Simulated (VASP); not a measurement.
# F (I4_1/amd) in VASP: further runs, part 2 of 2

VASP 6.6.1.

## 3. Relaxation of cell and atoms, LDA, target pressure 93 GPa, at which the enthalpy is minimised

This run uses another cell than the first one, of 6.27 Å³/atom.

INCAR reads:

```
PREC     = Accurate       # precision mode
ENCUT    = 600            # plane-wave cutoff, eV
EDIFF    = 1E-7           # SCF threshold, eV
ISMEAR   = -1             # smearing method
SIGMA    = 0.1            # smearing width, eV
LREAL    = False          # projectors in reciprocal space
LASPH    = True           # aspherical terms in the spheres
NELM     = 60             # most SCF steps
ALGO     = Normal         # electronic algorithm
ISIF     = 3              # what is computed and relaxed
LWAVE    = False          # write WAVECAR
LCHARG   = False          # write CHGCAR
GGA      = CA             # functional
IBRION   = 2              # ionic algorithm
NSW      = 32             # ionic steps
EDIFFG   = -0.005         # ionic threshold
PSTRESS  = 930.0
```

KPOINTS reads:

```
Automatic mesh
0
Gamma
  19 19 19
```

POSCAR reads:

```
F
1.0
   -1.7232757217      1.7232757217      1.0555347349
    1.7232757217     -1.7232757217      1.0555347349
    1.7232757217      1.7232757217     -1.0555347349
F
2
Direct
   -0.3750000000     -0.1250000000     -0.2500000000
    0.3750000000      0.1250000000      0.2500000000
```

Potentials or basis: VASP PAW LDA potentials, release 64 (F).

Run with:

```sh
cat potpaw_LDA.64/F/POTCAR > POTCAR
mpirun -np 1 vasp_std > vasp.out
```

OUTCAR:

```text
PREC = Accurate
   ENCUT = 600
   EDIFF = 1E-7
   ISMEAR = -1
   LREAL = False
   LASPH = True
   NELM = 60
   ISIF = 3
   GGA = CA
   IBRION = 2
   NSW = 32
   EDIFFG = -0.005
   PSTRESS = 930.0

 ion  position               nearest neighbor table
   1  0.625  0.875  0.750-   2 1.80   2 1.80   2 1.80   2 1.80
   2  0.375  0.125  0.250-   1 1.80   1 1.80   1 1.80   1 1.80

  LATTYP: Found a body centered tetragonal cell.
 ALAT       =     3.4465514434
 C/A-ratio  =     0.6125164543

  Lattice vectors:

 A1 = (  -1.7232757217,   1.7232757217,   1.0555347349)
 A2 = (   1.7232757217,  -1.7232757217,   1.0555347349)
 A3 = (   1.7232757217,   1.7232757217,  -1.0555347349)

Analysis of symmetry for initial positions (statically):
=====================================================================
 Subroutine PRICEL returns:
 Original cell was already a primitive cell.

 Routine SETGRP: Setting up the symmetry group for a
 body centered tetragonal supercell.

 Subroutine GETGRP returns: Found 16 space group operations
 (whereof  4 operations were pure point group operations)
 out of a pool of 16 trial point group operations.

The static configuration has the point symmetry C_2h.
 The point group associated with its full space group is D_4h.

Analysis of symmetry for dynamics (positions and initial velocities):
=====================================================================
 Subroutine PRICEL returns:
 Original cell was already a primitive cell.

 Routine SETGRP: Setting up the symmetry group for a
 body centered tetragonal supercell.

 Subroutine GETGRP returns: Found 16 space group operations
 (whereof  4 operations were pure point group operations)
 out of a pool of 16 trial point group operations.

The dynamic configuration has the point symmetry C_2h.
 The point group associated with its full space group is D_4h.

 Subroutine INISYM returns: Found 16 space group operations
[... 126 lines left out ...]
   LEPSILON=     F    determine dielectric tensor
   LRPA    =     F    only Hartree local field effects (RPA)
 conjugate gradient relaxation of ions
 non-spin polarized calculation
  energy-cutoff  :      600.00
  volume of cell :       12.54
 maximum number of plane-waves:       430
 NGX is ok and might be reduce to    24
   NGX = 11   NGY = 11   NGZ = 11

--------------------------------------- Ionic step        1  -------------------------------------------

 number of electron      14.0000006 magnetization

 Free energy of the ion-electron system (eV)
  ---------------------------------------------------
  ext. energy  EPLUGINS =         0.00000000
  ---------------------------------------------------
  free energy    TOTEN  =        -1.87576653 eV

  energy without entropy =       -1.79650086  energy(sigma->0) =       -1.83613369

------------------------ aborting loop because EDIFF is reached ----------------------------------------

  FORCE on cell =-STRESS in cart. coord.  units (eV):
  Direction    XX          YY          ZZ          XY          YZ          ZX
  --------------------------------------------------------------------------------------
  -------------------------------------------------------------------------------------
  Total        7.2572780      7.2572780      7.2358304      0.0000000     -0.0000000      0.0000000
  in kB      927.3470259    927.3470259    924.6064143      0.0000000     -0.0000000      0.0000000
  external PRESSURE =      -3.5665113 kB  Pullay stress =     930.0000000 kB
[... 63 lines left out ...]
--------------------------------------- Ionic step        3  -------------------------------------------

 number of electron      14.0000006 magnetization

 Free energy of the ion-electron system (eV)
  ---------------------------------------------------
  ext. energy  EPLUGINS =         0.00000000
  ---------------------------------------------------
  free energy    TOTEN  =        -1.86913424 eV

  energy without entropy =       -1.78992057  energy(sigma->0) =       -1.82952741

 E-fermi :   2.8347     XC(G=0): -13.8035

 val. band max:        2.8312194821   @ k =   0.1053   0.0526   0.0526
 cond. band min:       2.8350520916   @ k =   0.1579   0.1579   0.0526
 fundamental gap:      0.0038326094
 Fermi energy:         2.8346512253

 k-point     1 :       0.0000    0.0000    0.0000
  band No.  band energies     occupation
      1     -24.2839      2.00000
      2     -15.9423      2.00000
      3      -3.7615      2.00000
      4      -3.7615      2.00000
      5       2.0666      1.99908
      6       2.1332      1.99820
      7       3.2446      0.03264
      8       3.2446      0.03264
      9      19.8465      0.00000
     10      20.4021      0.00000
     11      33.0171      0.00000
[... 309 lines left out ...]
 k-point    24 :      -0.2632    0.0526   -0.0000
  band No.  band energies     occupation
      1     -22.9735      2.00000
      2     -16.6210      2.00000
      3      -3.9496      2.00000
      4      -2.4601      2.00000
      5      -0.6467      2.00000
      6       0.6305      2.00000
      7       2.3796      1.97910
      8       3.1750      0.06435
      9      22.4360      0.00000
     10      22.6072      0.00000
     11      28.4679      0.00000

 [... further k-points ...]
[... 5 lines left out ...]
  --------------------------------------------------------------------------------------
  -------------------------------------------------------------------------------------
  Total        7.2808705      7.2808705      7.2629598      0.0000000     -0.0000000      0.0000000
  in kB      931.2122141    931.2122141    928.9214555      0.0000000     -0.0000000      0.0000000
  external PRESSURE =       0.4486279 kB  Pullay stress =     930.0000000 kB
[... 21 lines left out ...]
  energy  without entropy=       -1.7899205740  energy(sigma->0) =       -1.82952741

  enthalpy is  TOTEN    =         5.4022583276 eV   P V=        7.2713925694

 reached required accuracy - stopping structural energy minimisation
```

Run time: 46 s. Hardware: 1 thread of Intel Xeon 6975P-C (Granite Rapids), shared host; peak memory 0.18 GiB.

Results:

```yaml
Free_energy: -1.8691 eV
Relaxed_volume: 6.26 Å³/atom
Relaxed_cell: a = 2.655 Å, b = 2.655 Å, c = 2.655 Å, α = 99.08°, β = 99.08°, γ = 133.17°
Space_group_after_relaxing_to_0.1_Å: I4_1/amd (No. 141)
Energy_change_on_relaxing_the_run_minimises_the_enthalpy: +3.3 meV/atom
Ionic_steps: 3
Pressure_after_relaxing: 93.0 GPa
Band_gap_on_the_k_mesh: zero (bands 7 and 8 overlap by 2.66 eV)
```

Stress tensor (GPa, compression positive):
```
93.12  0.00  0.00
 0.00 93.12  0.00
 0.00  0.00 92.89
```

Step by step:
```
step  energy change (eV)  largest force (eV/Å)  pressure (GPa)  volume (Å³)
   1              0.0000                0.0000           92.64        12.54
   2              0.0147                0.0000           93.55        12.51
   3              0.0066                0.0000           93.04        12.53
```

Final structure:
```yaml
crystal:
  lattice:
    - [-1.72289, 1.72289, 1.05505]
    - [1.72289, -1.72289, 1.05505]
    - [1.72289, 1.72289, -1.05505]
  atoms:
    - { symbol: F, position: [0.62500, 0.87500, 0.75000] }
    - { symbol: F, position: [0.37500, 0.12500, 0.25000] }
```

Levels at points of the mesh, in eV from the Fermi level:
| k point | band 3 | band 4 | band 5 | band 6 | band 7 | band 8 | band 9 | band 10 | band 11 |
| --- | --- | --- | --- | --- | --- | --- | --- | --- | --- |
| (0.00, 0.00, 0.00) | -6.60 | -6.60 | -0.77 | -0.70 | 0.41 | 0.41 | 17.01 | 17.57 | 30.18 |

Caveat: the cell is relaxed towards a set pressure, so the run minimises the enthalpy, not the energy.
